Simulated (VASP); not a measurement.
# Ru in VASP: further runs, part 2 of 2

VASP 6.6.1. The steps go on from the part before.

### 6 Single point, PBEsol (equal xy, yz and zx shear strains of +2 %)

INCAR

```
SYSTEM = Ru
ALGO = Normal ; EDIFF = 1E-7
ENCUT = 520 ; GGA = PS
ISIF = 2 ; ISMEAR = -1
LASPH = .True. ; LCHARG = .True.
LELF = .True. ; LREAL = .False.
LVHAR = .True. ; LWAVE = .False.
NBANDS = 21 ; NELM = 80
PREC = Accurate ; SIGMA = 0.03
```

KPOINTS

```
k-points
0
Gamma
  14 14 8
  0 0 0
```

POSCAR

```
Ru
1.0
    2.7057993342      0.0270579933      0.0270579933
   -1.3294667575      2.3297619643      0.0099039129
    0.0428190000      0.0428190000      4.2819000000
Ru
2
Direct
    0.3333333333      0.6666666667      0.2500000000
    0.6666666667      0.3333333333      0.7500000000
```

Potentials or basis: VASP PAW PBE potentials, release 64 (Ru_pv).

Command:

```console
cat potpaw_PBE.64/Ru_pv/POTCAR > POTCAR
mpirun -np 1 vasp_std > vasp.out
```

OUTCAR:

```text
SYSTEM = Ru
   EDIFF = 1E-7
   ENCUT = 520
   GGA = PS
   ISIF = 2
   ISMEAR = -1
   LASPH = .True.
   LREAL = .False.
   NELM = 80
   PREC = Accurate

 ion  position               nearest neighbor table
   1  0.333  0.667  0.250-   2 2.62   2 2.63   2 2.63   2 2.65   2 2.68   2 2.69
   2  0.667  0.333  0.750-   1 2.62   1 2.63   1 2.63   1 2.65   1 2.68   1 2.69

  LATTYP: Found a triclinic cell.
 ALAT       =     2.7295160481
 B/A-ratio  =     2.3025721786
 C/A-ratio  =     0.9914101449
 COS(alpha) =     0.0012940991
 COS(beta)  =     0.5129592076
 COS(gamma) =     0.6291868957

  Lattice vectors:

 A1 = (  -1.3763325767,  -2.3568199576,  -0.0369619062)
 A2 = (  -0.0040468192,  -4.6437629219,   4.2350341809)
 A3 = (  -2.7057993342,  -0.0270579933,  -0.0270579933)

Analysis of symmetry for initial positions (statically):
=====================================================================
 Subroutine PRICEL returns:
 Original cell was already a primitive cell.

 Routine SETGRP: Setting up the symmetry group for a
 triclinic supercell.

 Subroutine GETGRP returns: Found  2 space group operations
 (whereof  2 operations were pure point group operations)
 out of a pool of  2 trial point group operations.

The static configuration has the point symmetry S_2 .

Analysis of symmetry for dynamics (positions and initial velocities):
=====================================================================
 Subroutine PRICEL returns:
 Original cell was already a primitive cell.

 Routine SETGRP: Setting up the symmetry group for a
 triclinic supercell.

 Subroutine GETGRP returns: Found  2 space group operations
 (whereof  2 operations were pure point group operations)
 out of a pool of  2 trial point group operations.

[... 104 lines left out ...]
   IBRION =     -1    ionic relax: 0-MD 1-quasi-New 2-CG
   NFREE  =      0    steps in history (QN), initial steepest desc. (CG)
   ISIF   =      2    stress and relaxation
   ISYM   =      2    0-nonsym 1-usesym 2-fastsym
   POTIM  = 0.5000    time-step for ionic-motion
   TEBEG  =    0.0;   TEEND  =   0.0 temperature during run
   PSTRESS=    0.0 pullay stress
   NELECT =      28.0000    total number of electrons
   NUPDOWN=      -1.0000    fix difference up-down
   EMIN   =  10.00;   EMAX   =-10.00  energy-range for DOS
   EFERMI =   0.00;   METHOD = LEGACY
   ISMEAR =    -1;   SIGMA  =   0.03  broadening in eV -4-tet -1-fermi 0-gaus
   EFERMI_NEDOS =   21; number of points for ismear=-14 and -15
   IALGO  =     38    algorithm
   IMIX   =      4    mixing-type and parameters
     AMIX     =   0.40;   BMIX     =  1.00
     AMIX_MAG =   1.60;   BMIX_MAG =  1.00
  volume/ion in A,a.u.               =      13.57        91.58
  Fermi-wavevector in a.u.,A,eV,Ry     =   1.654187  3.125960 37.230083  2.736334
  Thomas-Fermi vector in A             =   2.742497
   LORBIT       =      0    0 simple, 1 ext, 2 COOP (PROOUT), +10 PAW based schemes
   GGA     = PS    functional components
   LHFCALC =     F    Hartree Fock is set to
   AEXX    =    0.0000 exact exchange contribution
   IVDW    =     0    specifies the selected vdW correction
   LEPSILON=     F    determine dielectric tensor
   LRPA    =     F    only Hartree local field effects (RPA)
 non-spin polarized calculation
  energy-cutoff  :      520.00
  volume of cell :       27.14
 maximum number of plane-waves:       749
   NGX = 11   NGY =  9   NGZ = 15

 number of electron      28.0000004 magnetization

 Free energy of the ion-electron system (eV)
  ---------------------------------------------------
  ext. energy  EPLUGINS =         0.00000000
  ---------------------------------------------------
  free energy    TOTEN  =       -20.30978836 eV

  energy without entropy =      -20.30318307  energy(sigma->0) =      -20.30648572

 E-fermi :  12.6951     XC(G=0): -14.2833

 val. band max:       12.6941090544   @ k =  -0.4286   0.1429   0.0000
 cond. band min:      12.6952870777   @ k =  -0.2857  -0.0000   0.1250
 fundamental gap:      0.0011780233
 Fermi energy:        12.6951059811

 k-point     1 :       0.0000    0.0000    0.0000
  band No.  band energies     occupation
      1     -30.9034      2.00000
      2     -29.9637      2.00000
      3     -29.9444      2.00000
      4     -29.8017      2.00000
      5     -29.7726      2.00000
      6     -29.7386      2.00000
[... 565 lines left out ...]
     20      22.9838      0.00000
     21      23.0313      0.00000

 [... further k-points ...]
[... 5 lines left out ...]
  --------------------------------------------------------------------------------------
  -------------------------------------------------------------------------------------
  Total       -0.9010997     -0.9062632     -1.2319325     -0.6502624     -0.6450672     -0.6421188
  in kB      -53.1930101    -53.4978120    -72.7224691    -38.3857800    -38.0790998    -37.9050504
  external PRESSURE =     -59.8044304 kB  Pullay stress =       0.0000000 kB

 VOLUME and BASIS-vectors are now :
 -----------------------------------------------------------------------------
  energy-cutoff  :      520.00
  volume of cell :       27.14
      direct lattice vectors                 reciprocal lattice vectors
     2.705799334  0.027057993  0.027057993     0.367536711  0.209757487 -0.005772942
    -1.329466758  2.329761964  0.009903913    -0.004226087  0.426834770 -0.004226087
     0.042819000  0.042819000  4.281900000    -0.002312747 -0.002312747  0.233587440

 POSITION                                       TOTAL-FORCE (eV/Angst)
 -----------------------------------------------------------------------------------
      0.02633      1.57290      1.08610        -0.062365     -0.002258      0.018166
      1.39282      0.82674      3.23276         0.062365      0.002258     -0.018166
 -----------------------------------------------------------------------------------
    total drift:                                0.000000     -0.000000      0.000000

  FREE ENERGIE OF THE ION-ELECTRON SYSTEM (eV)
  ---------------------------------------------------
  free  energy   TOTEN  =       -20.3097883573 eV

  energy  without entropy=      -20.3031830742  energy(sigma->0) =      -20.30648572
```

Run time: 5.5 min. Hardware: 1 thread of Oxide Virtual Turin-like, shared host; peak memory 0.39 GiB.

What came out:

```yaml
Free_energy: -20.3098 eV
Pressure: -6.0 GPa
Largest_force: 0.065 eV/Å
Band_gap_on_the_k_mesh: zero (band 14 reaches 14.35 eV, above the bottom of band 15 at 11.13 eV)
```

Forces on the atoms (eV/Å):
```
Ru  -0.062 -0.002  0.018
Ru   0.062  0.002 -0.018
```

Caveat: the cell differs from its parent crystal (equal xy, yz and zx shear strains of +2 %); the PAW data sets were made with another functional, which shifts forces and pressure a little.

### 7 Overview

| cell | gap on the mesh (eV) | pressure (GPa) |
| --- | --- | --- |
| a = 2.651, b = 2.651, c = 4.194 Å, angles 90.0, 90.0, 120.0°, 2 atoms | none | 16.7 |
| a = 2.688, b = 2.688, c = 4.253 Å, angles 90.0, 90.0, 120.0°, 2 atoms | none | 0.4 |
| a = 2.715, b = 2.715, c = 4.296 Å, angles 90.0, 90.0, 120.0°, 2 atoms | none | -9.4 |
| a = 2.741, b = 2.741, c = 4.338 Å, angles 90.0, 90.0, 120.0°, 2 atoms | none | -17.6 |
| a = 2.706, b = 2.682, c = 4.282 Å, angles 89.6, 88.8, 119.1°, 2 atoms | none | -6.0 |

Alike in all rows: task single point; level PBEsol; potentials or basis VASP PAW PBE potentials, release 64 (Ru_pv); no spin polarisation; k mesh 14 × 14 × 8; cutoff (eV) 520; smearing fermi-dirac 0.03 eV.

Caveats: the PAW data sets were made with another functional, which shifts forces and pressure a little.

Total energies depend on the potentials used, so only differences within one code and one set of settings carry meaning.
